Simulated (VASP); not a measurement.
Write the native input for VASP 6.6.1 that does the following.

```
Task                   : single point
Functional             : LDA
Potentials or basis    : VASP PAW LDA potentials, release 64 (Mg, O)
Cutoff                 : 600 eV
k mesh                 : 8 × 8 × 8
Occupations            : gaussian, width 0.02 eV
Spin                   : no spin polarisation
Dipole correction      : no
Further INCAR settings : ALGO = Normal; EDIFF = 1e-06; NBANDS = 11
```

The structure of MgO (lda) lies in POSCAR:

```
MgO
1.0
    0.0000000000      2.0595237678      2.0928090004
    2.0595237678      0.0000000000      2.0928090004
    2.0595237678      2.0595237678      0.0000000000
Mg O
1 1
Direct
    0.0000000000      0.0000000000      0.0000000000
    0.5000000000      0.5000000000      0.5000000000
```

This cell differs from its parent crystal: strained cell.

One way to write it, as run:

INCAR

```
PREC     = Accurate       # precision mode
ENCUT    = 600            # plane-wave cutoff, eV
EDIFF    = 1E-6           # SCF threshold, eV
ISMEAR   = 0              # smearing method
SIGMA    = 0.02           # smearing width, eV
LREAL    = False          # projectors in reciprocal space
LASPH    = True           # aspherical terms in the spheres
NELM     = 120            # most SCF steps
ALGO     = Normal         # electronic algorithm
ISIF     = 2              # what is computed and relaxed
LWAVE    = False          # write WAVECAR
LCHARG   = True           # write CHGCAR
GGA      = CA             # functional
LELF     = True           # ELF
LVHAR    = True         
NBANDS   = 11             # bands
GGA_COMPAT= False
```

KPOINTS

```
regular mesh
0
Gamma
  8 8 8
```

Potentials or basis: VASP PAW LDA potentials, release 64 (Mg, O).

Launch:

```bash
$ cat potpaw_LDA.64/Mg/POTCAR potpaw_LDA.64/O/POTCAR > POTCAR
$ mpirun -np 1 vasp_std > vasp.out
```

Results of the run:

```
Pressure               : 0.4 GPa
Band gap on the k mesh : 5.15 eV, direct
```

Caveat: the cell differs from its parent crystal (strained cell).

It took 12 s on 1 thread of Intel Xeon 8259CL (shared host), peak memory 0.14 GiB.
